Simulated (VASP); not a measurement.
# YTl (F-43m) in VASP: a series of runs

The runs below take YTl through single point, relaxation of cell and atoms, with LDA.

All numbers are computed with VASP 6.6.1; they aren't measurements. Logs are shortened: lines on timing, memory, paths and dates and some standing lists are left out, and cuts for length are marked.

**1. The cell of the first run**

It takes space group F-43m (No. 216, cubic). Conventional cell: a = 6.752 Å, b = 6.752 Å, c = 6.752 Å, α = 90.00°, β = 90.00°, γ = 90.00°. Y (site symmetry -43m) has 4 Tl at 2.92 Å within 3.9 Å. Tl (site symmetry -43m) has 4 Y at 2.92 Å within 3.9 Å.

**2. Single point, LDA**

The input, INCAR:

```
SYSTEM = YTl
PREC = Accurate
ENCUT = 520
EDIFF = 1E-6
ISMEAR = 0
SIGMA = 0.05
LREAL = .FALSE.
LASPH = .TRUE.
NELM = 60
ALGO = Normal
ISIF = 2
LWAVE = .FALSE.
LCHARG = .FALSE.
NBANDS = 19
```

The input, KPOINTS:

```
regular mesh
0
G
  5 5 5
  0 0 0
```

The input, POSCAR:

```
YTl
1.0
    0.0000000000      3.3761114185      3.3761114185
    3.3761114185      0.0000000000      3.3761114185
    3.3761114185      3.3761114185      0.0000000000
Y Tl
1 1
Direct
    0.0000000000      0.0000000000      0.0000000000
    0.2500000000      0.2500000000      0.2500000000
```

Potentials or basis: VASP PAW LDA potentials, release 64 (Y_sv, Tl_d).

The run is started by

```sh
$ cat potpaw_LDA.64/Y_sv/POTCAR potpaw_LDA.64/Tl_d/POTCAR > POTCAR
$ mpirun -np 1 vasp_std > vasp.out
```

OUTCAR:

```text
SYSTEM = YTl
   PREC = Accurate
   ENCUT = 520
   EDIFF = 1E-6
   ISMEAR = 0
   LREAL = .FALSE.
   LASPH = .TRUE.
   NELM = 60
   ISIF = 2

 ion  position               nearest neighbor table
   1  0.000  0.000  0.000-   2 2.92   2 2.92   2 2.92   2 2.92
   2  0.250  0.250  0.250-   1 2.92   1 2.92   1 2.92   1 2.92

  LATTYP: Found a face centered cubic cell.
 ALAT       =     6.7522228370

  Lattice vectors:

 A1 = (   0.0000000000,   3.3761114185,   3.3761114185)
 A2 = (   3.3761114185,   0.0000000000,   3.3761114185)
 A3 = (   3.3761114185,   3.3761114185,   0.0000000000)

Analysis of symmetry for initial positions (statically):
=====================================================================
 Subroutine PRICEL returns:
 Original cell was already a primitive cell.

 Routine SETGRP: Setting up the symmetry group for a
 face centered cubic supercell.

 Subroutine GETGRP returns: Found 24 space group operations
 (whereof 24 operations were pure point group operations)
 out of a pool of 48 trial point group operations.

The static configuration has the point symmetry T_d .

Analysis of symmetry for dynamics (positions and initial velocities):
=====================================================================
 Subroutine PRICEL returns:
 Original cell was already a primitive cell.

 Routine SETGRP: Setting up the symmetry group for a
 face centered cubic supercell.

 Subroutine GETGRP returns: Found 24 space group operations
 (whereof 24 operations were pure point group operations)
 out of a pool of 48 trial point group operations.

The dynamic configuration has the point symmetry T_d .

 Subroutine INISYM returns: Found 24 space group operations
 (whereof 24 operations are pure point group operations),
 and found     1 'primitive' translations

----------------------------------------------------------------------------------------

                                     Primitive cell

  volume of cell :      76.9627

  direct lattice vectors                    reciprocal lattice vectors
     0.000000000  3.376111418  3.376111418    -0.148099378  0.148099378  0.148099378
     3.376111418  0.000000000  3.376111418     0.148099378 -0.148099378  0.148099378
     3.376111418  3.376111418  0.000000000     0.148099378  0.148099378 -0.148099378

  length of vectors
     4.774542556  4.774542556  4.774542556     0.256515647  0.256515647  0.256515647

  position of ions in fractional coordinates (direct lattice)
     0.000000000  0.000000000  0.000000000
     0.250000000  0.250000000  0.250000000

  ion indices of the primitive-cell ions
   primitive index   ion index
                 1           1
                 2           2

----------------------------------------------------------------------------------------

 KPOINTS: regular mesh

Automatic generation of k-mesh.
 Grid dimensions read from file:
 generate k-points for:    5    5    5

 Generating k-lattice:

  Cartesian coordinates                     Fractional coordinates (reciprocal lattice)
    -0.029619876  0.029619876  0.029619876     0.200000000  0.000000000  0.000000000
     0.029619876 -0.029619876  0.029619876     0.000000000  0.200000000  0.000000000
     0.029619876  0.029619876 -0.029619876     0.000000000  0.000000000  0.200000000

  Length of vectors
     0.051303129  0.051303129  0.051303129

  Shift w.r.t. Gamma in fractional coordinates (k-lattice)
     0.000000000  0.000000000  0.000000000

 Subroutine IBZKPT returns following result:
 ===========================================

 Found     10 irreducible k-points:

 Following reciprocal coordinates:
            Coordinates               Weight
  0.000000  0.000000  0.000000      1.000000
  0.200000  0.000000  0.000000      8.000000
  0.400000  0.000000  0.000000      8.000000
  0.200000  0.200000  0.000000      6.000000
  0.400000  0.200000  0.000000     24.000000
 -0.400000  0.200000  0.000000     24.000000
 -0.200000  0.200000  0.000000     12.000000
  0.400000  0.400000  0.000000      6.000000
 -0.400000  0.400000  0.000000     12.000000
 -0.400000  0.400000  0.200000     24.000000
   k-points           NKPTS =     10   k-points in BZ     NKDIM =     10   number of bands    NBANDS=     19
   number of dos      NEDOS =    301   number of ions     NIONS =      2
   total plane-waves  NPLWV =  46656
   dimension x,y,z NGX =    36 NGY =   36 NGZ =   36
   dimension x,y,z NGXF=    72 NGYF=   72 NGZF=   72
   ions per type =               1   1
   NGX,Y,Z   is equivalent  to a cutoff of  12.53, 12.53, 12.53 a.u.
   NGXF,Y,Z  is equivalent  to a cutoff of  25.07, 25.07, 25.07 a.u.
 SYSTEM =  YTl
   PREC   = accura    normal or accurate (medium, high low for compatibility)
   ISTART =      0    job   : 0-new  1-cont  2-samecut
   ICHARG =      2    charge: 1-file 2-atom 10-const
   ISPIN  =      1    spin polarized calculation?
   LNONCOLLINEAR =      F non collinear calculations
   LSORBIT =      F    spin-orbit coupling
   LASPH  =      T    aspherical Exc in radial PAW
   ENCUT  =  520.0 eV  38.22 Ry    6.18 a.u.   8.88  8.88  8.88*2*pi/ulx,y,z
   NELM   =     60;   NELMIN=  2; NELMDL= -5     # of ELM steps
   EDIFF  = 0.1E-05   stopping-criterion for ELM
   LREAL  =      F    real-space projection
   EDIFFG = 0.1E-04   stopping-criterion for IOM
   NSW    =      0    number of steps for IOM
   IBRION =     -1    ionic relax: 0-MD 1-quasi-New 2-CG
   NFREE  =      0    steps in history (QN), initial steepest desc. (CG)
   ISIF   =      2    stress and relaxation
   ISYM   =      2    0-nonsym 1-usesym 2-fastsym
   POTIM  = 0.5000    time-step for ionic-motion
   TEBEG  =    0.0;   TEEND  =   0.0 temperature during run
   PSTRESS=    0.0 pullay stress
   NELECT =      24.0000    total number of electrons
   NUPDOWN=      -1.0000    fix difference up-down
   EMIN   =  10.00;   EMAX   =-10.00  energy-range for DOS
   EFERMI =   0.00;   METHOD = LEGACY
   ISMEAR =     0;   SIGMA  =   0.05  broadening in eV -4-tet -1-fermi 0-gaus
   EFERMI_NEDOS =   21; number of points for ismear=-14 and -15
   IALGO  =     38    algorithm
   IMIX   =      4    mixing-type and parameters
     AMIX     =   0.40;   BMIX     =  1.00
     AMIX_MAG =   1.60;   BMIX_MAG =  1.00
  volume/ion in A,a.u.               =      38.48       259.68
  Fermi-wavevector in a.u.,A,eV,Ry     =   1.110159  2.097896 16.768538  1.232453
  Thomas-Fermi vector in A             =   2.246707
   LORBIT       =      0    0 simple, 1 ext, 2 COOP (PROOUT), +10 PAW based schemes
   GGA     = CA    functional components
   LHFCALC =     F    Hartree Fock is set to
   AEXX    =    0.0000 exact exchange contribution
   IVDW    =     0    specifies the selected vdW correction
   LEPSILON=     F    determine dielectric tensor
   LRPA    =     F    only Hartree local field effects (RPA)
 non-spin polarized calculation
 Gauss-broadening in eV      SIGMA  =   0.05
  energy-cutoff  :      520.00
  volume of cell :       76.96
 maximum number of plane-waves:      2085
   NGX = 17   NGY = 17   NGZ = 17

 number of electron      24.0000003 magnetization

 Free energy of the ion-electron system (eV)
  ---------------------------------------------------
  ext. energy  EPLUGINS =         0.00000000
  ---------------------------------------------------
  free energy    TOTEN  =        -8.67359891 eV

  energy without entropy =       -8.66840528  energy(sigma->0) =       -8.67100210

 E-fermi :   2.6052     XC(G=0):  -8.8355

 val. band max:        2.5859026996   @ k =   0.2000   0.2000   0.0000
 cond. band min:       2.6387975489   @ k =   0.4000   0.0000   0.0000
 fundamental gap:      0.0528948493
 Fermi energy:         2.6052432513

 k-point     1 :       0.0000    0.0000    0.0000
  band No.  band energies     occupation
      1     -40.4008      2.00000
      2     -20.5239      2.00000
      3     -20.5239      2.00000
      4     -20.5239      2.00000
      5      -8.9390      2.00000
      6      -8.9390      2.00000
[... 11 lines left out ...]
     18       9.6616      0.00000
     19       9.6616      0.00000

 k-point     2 :       0.2000    0.0000    0.0000
  band No.  band energies     occupation
      1     -40.4003      2.00000
      2     -20.5331      2.00000
      3     -20.5244      2.00000
      4     -20.5244      2.00000
      5      -8.9616      2.00000
      6      -8.9518      2.00000
[... 11 lines left out ...]
     18       9.0524      0.00000
     19       9.0524      0.00000

 k-point     3 :       0.4000    0.0000    0.0000
  band No.  band energies     occupation
      1     -40.3995      2.00000
      2     -20.5478      2.00000
      3     -20.5252      2.00000
      4     -20.5252      2.00000
      5      -8.9992      2.00000
      6      -8.9542      2.00000
[... 11 lines left out ...]
     18       7.5953      0.00000
     19       7.5953      0.00000

 k-point     4 :       0.2000    0.2000    0.0000
  band No.  band energies     occupation
      1     -40.4001      2.00000
      2     -20.5344      2.00000
      3     -20.5254      2.00000
      4     -20.5254      2.00000
      5      -8.9814      2.00000
      6      -8.9455      2.00000
[... 11 lines left out ...]
     18       7.9715      0.00000
     19       8.2507      0.00000

 k-point     5 :       0.4000    0.2000    0.0000
  band No.  band energies     occupation
      1     -40.3994      2.00000
      2     -20.5447      2.00000
      3     -20.5283      2.00000
      4     -20.5264      2.00000
      5      -8.9974      2.00000
      6      -8.9691      2.00000
[... 11 lines left out ...]
     18       7.2605      0.00000
     19       8.6139      0.00000

 k-point     6 :      -0.4000    0.2000    0.0000
  band No.  band energies     occupation
      1     -40.3991      2.00000
      2     -20.5470      2.00000
      3     -20.5318      2.00000
      4     -20.5259      2.00000
      5      -9.0000      2.00000
      6      -8.9741      2.00000
[... 11 lines left out ...]
     18       7.1073      0.00000
     19       8.4892      0.00000

 k-point     7 :      -0.2000    0.2000    0.0000
  band No.  band energies     occupation
      1     -40.3997      2.00000
      2     -20.5402      2.00000
      3     -20.5290      2.00000
      4     -20.5247      2.00000
      5      -8.9803      2.00000
      6      -8.9663      2.00000
[... 11 lines left out ...]
     18       8.5272      0.00000
     19       8.5527      0.00000

 k-point     8 :       0.4000    0.4000    0.0000
  band No.  band energies     occupation
      1     -40.3990      2.00000
      2     -20.5510      2.00000
      3     -20.5278      2.00000
      4     -20.5278      2.00000
      5      -9.0186      2.00000
      6      -8.9569      2.00000
[... 11 lines left out ...]
     18       5.8994      0.00000
     19       9.3718      0.00000

 k-point     9 :      -0.4000    0.4000    0.0000
  band No.  band energies     occupation
      1     -40.3989      2.00000
      2     -20.5498      2.00000
      3     -20.5326      2.00000
      4     -20.5276      2.00000
      5      -9.0124      2.00000
      6      -8.9781      2.00000
[... 11 lines left out ...]
     18       5.9759      0.00000
     19       9.5964      0.00000

 k-point    10 :      -0.4000    0.4000    0.2000
  band No.  band energies     occupation
      1     -40.3990      2.00000
      2     -20.5461      2.00000
      3     -20.5344      2.00000
      4     -20.5275      2.00000
      5      -9.0003      2.00000
      6      -8.9788      2.00000
[... 11 lines left out ...]
     18       6.7864      0.00000
     19       9.9954      0.00000

------------------------ aborting loop because EDIFF is reached ----------------------------------------

  FORCE on cell =-STRESS in cart. coord.  units (eV):
  Direction    XX          YY          ZZ          XY          YZ          ZX
  --------------------------------------------------------------------------------------
  -------------------------------------------------------------------------------------
  Total        0.0397608      0.0397608      0.0397608     -0.0000000     -0.0000000      0.0000000
  in kB        0.8277229      0.8277229      0.8277229     -0.0000000     -0.0000000      0.0000000
  external PRESSURE =       0.8277229 kB  Pullay stress =       0.0000000 kB

 VOLUME and BASIS-vectors are now :
 -----------------------------------------------------------------------------
  energy-cutoff  :      520.00
  volume of cell :       76.96
      direct lattice vectors                 reciprocal lattice vectors
     0.000000000  3.376111418  3.376111418    -0.148099378  0.148099378  0.148099378
     3.376111418  0.000000000  3.376111418     0.148099378 -0.148099378  0.148099378
     3.376111418  3.376111418  0.000000000     0.148099378  0.148099378 -0.148099378

 POSITION                                       TOTAL-FORCE (eV/Angst)
 -----------------------------------------------------------------------------------
      0.00000      0.00000      0.00000         0.000000      0.000000      0.000000
      1.68806      1.68806      1.68806        -0.000000     -0.000000     -0.000000
 -----------------------------------------------------------------------------------
    total drift:                               -0.000000     -0.000000     -0.000000

  FREE ENERGIE OF THE ION-ELECTRON SYSTEM (eV)
  ---------------------------------------------------
  free  energy   TOTEN  =        -8.6735989130 eV

  energy  without entropy=       -8.6684052821  energy(sigma->0) =       -8.67100210
```

It took 13 s on 1 thread of Intel Xeon Platinum 8488C (Sapphire Rapids), shared host; peak memory 0.18 GiB.

What came out:

- Free energy: -8.6736 eV
- Pressure: 0.1 GPa
- Band gap on the k mesh: zero (bands 12 and 13 overlap by 0.90 eV)

Caveat: spin-orbit coupling is left out, which moves the levels of the heavy elements.

**3. Relaxation of cell and atoms, LDA**

The input, INCAR:

```
SYSTEM = YTl
PREC = Accurate ; ENCUT = 600
EDIFF = 1E-7 ; ISMEAR = 0
SIGMA = 0.05 ; LREAL = .FALSE.
LASPH = .TRUE. ; NELM = 80
ALGO = Normal ; ISIF = 3
LWAVE = .FALSE. ; LCHARG = .FALSE.
IBRION = 2 ; NSW = 80
EDIFFG = -0.01
```

KPOINTS is that of step 2.

POSCAR is that of step 2.

Potentials or basis: VASP PAW LDA potentials, release 64 (Y_sv, Tl_d).

The run is started by

```sh
$ cat potpaw_LDA.64/Y_sv/POTCAR potpaw_LDA.64/Tl_d/POTCAR > POTCAR
$ mpirun -np 1 vasp_std > vasp.out
```

OUTCAR:

```text
SYSTEM = YTl
   PREC = Accurate
   ENCUT = 600
   EDIFF = 1E-7
   ISMEAR = 0
   LREAL = .FALSE.
   LASPH = .TRUE.
   NELM = 80
   ISIF = 3
   IBRION = 2
   NSW = 80
   EDIFFG = -0.01

 ion  position               nearest neighbor table
   1  0.000  0.000  0.000-   2 2.92   2 2.92   2 2.92   2 2.92
   2  0.250  0.250  0.250-   1 2.92   1 2.92   1 2.92   1 2.92

  LATTYP: Found a face centered cubic cell.
 ALAT       =     6.7522228370

  Lattice vectors:

 A1 = (   0.0000000000,   3.3761114185,   3.3761114185)
 A2 = (   3.3761114185,   0.0000000000,   3.3761114185)
 A3 = (   3.3761114185,   3.3761114185,   0.0000000000)

Analysis of symmetry for initial positions (statically):
=====================================================================
 Subroutine PRICEL returns:
 Original cell was already a primitive cell.

 Routine SETGRP: Setting up the symmetry group for a
 face centered cubic supercell.

[... 195 lines left out ...]
  free energy    TOTEN  =        -8.67370681 eV

  energy without entropy =       -8.66853011  energy(sigma->0) =       -8.67111846

 E-fermi :   2.5822     XC(G=0):  -8.8195

 val. band max:        2.5628468780   @ k =   0.2000   0.2000   0.0000
 cond. band min:       2.6158061869   @ k =   0.4000   0.0000   0.0000
 fundamental gap:      0.0529593089
 Fermi energy:         2.5821689714

 k-point     1 :       0.0000    0.0000    0.0000
  band No.  band energies     occupation
      1     -40.4349      2.00000
      2     -20.5562      2.00000
      3     -20.5562      2.00000
      4     -20.5562      2.00000
      5      -8.9566      2.00000
      6      -8.9566      2.00000
[... 167 lines left out ...]
      3     -20.5666      2.00000
      4     -20.5598      2.00000
      5      -9.0168      2.00000
      6      -8.9956      2.00000
[... 8 lines left out ...]
     15       4.8695      0.00000
     16       5.1931      0.00000

------------------------ aborting loop because EDIFF is reached ----------------------------------------

  FORCE on cell =-STRESS in cart. coord.  units (eV):
  Direction    XX          YY          ZZ          XY          YZ          ZX
  --------------------------------------------------------------------------------------
  -------------------------------------------------------------------------------------
  Total       -0.0097766     -0.0097766     -0.0097766     -0.0000000     -0.0000000     -0.0000000
  in kB       -0.2027160     -0.2027160     -0.2027160     -0.0000000     -0.0000000     -0.0000000
  external PRESSURE =      -0.2027160 kB  Pullay stress =       0.0000000 kB

 VOLUME and BASIS-vectors are now :
 -----------------------------------------------------------------------------
  energy-cutoff  :      600.00
  volume of cell :       77.27
      direct lattice vectors                 reciprocal lattice vectors
     0.000000000  3.380601584  3.380601584    -0.147902670  0.147902670  0.147902670
     3.380601584  0.000000000  3.380601584     0.147902670 -0.147902670  0.147902670
     3.380601584  3.380601584  0.000000000     0.147902670  0.147902670 -0.147902670

 POSITION                                       TOTAL-FORCE (eV/Angst)
 -----------------------------------------------------------------------------------
      3.38060      6.76120      3.38060         0.000000     -0.000000      0.000000
      1.69030      1.69030      1.69030        -0.000000      0.000000     -0.000000
 -----------------------------------------------------------------------------------
    total drift:                               -0.000000     -0.000000      0.000000

  FREE ENERGIE OF THE ION-ELECTRON SYSTEM (eV)
  ---------------------------------------------------
  free  energy   TOTEN  =        -8.6737068136 eV

  energy  without entropy=       -8.6685301064  energy(sigma->0) =       -8.67111846

 reached required accuracy - stopping structural energy minimisation
```

CONTCAR:

```text
YTl
   1.00000000000000
     0.0000000000000000    3.3806015844832191    3.3806015844832191
     3.3806015844832191    0.0000000000000000    3.3806015844832191
     3.3806015844832191    3.3806015844832191    0.0000000000000000
  Y               Tl
     1     1
Direct
     1.0000000000000000    0.0000000000000000    1.0000000000000000
     0.2500000000000000    0.2500000000000000    0.2500000000000000

  0.00000000E+00  0.00000000E+00  0.00000000E+00
  0.00000000E+00  0.00000000E+00  0.00000000E+00
```

It took 40 s on 1 thread of Intel Xeon Platinum 8488C (Sapphire Rapids), shared host; peak memory 0.21 GiB.

Results:

```
Free energy                           : -8.6737 eV
Relaxed volume                        : 38.64 Å³/atom
Relaxed cell                          : a = 4.781 Å, b = 4.781 Å, c = 4.781 Å, α = 60.00°, β = 60.00°, γ = 60.00°
Space group after relaxing (to 0.1 Å) : F-43m (No. 216)
Energy gained by relaxing             : 0.0 meV/atom
Ionic steps                           : 2
Pressure after relaxing               : 0.0 GPa
Band gap on the k mesh                : zero (bands 12 and 13 overlap by 0.89 eV)
```

Final structure:
```cif
data_structure
_symmetry_space_group_name_H-M 'P 1'
_symmetry_Int_Tables_number 1
_cell_length_a 4.7809
_cell_length_b 4.7809
_cell_length_c 4.7809
_cell_angle_alpha 60.000
_cell_angle_beta 60.000
_cell_angle_gamma 60.000
_cell_volume 77.27
loop_
_atom_site_label
_atom_site_type_symbol
_atom_site_fract_x
_atom_site_fract_y
_atom_site_fract_z
_atom_site_occupancy
Y1 Y 0.00000 0.00000 0.00000 1
Tl1 Tl 0.25000 0.25000 0.25000 1
```

Levels at points of the mesh, in eV from the Fermi level:
```tsv
k point	band 10	band 11	band 12	band 13	band 14	band 15
(0.00, 0.00, 0.00)	-7.47	-0.25	-0.25	-0.25	2.16	2.16
```

Caveat: spin-orbit coupling is left out, which moves the levels of the heavy elements.
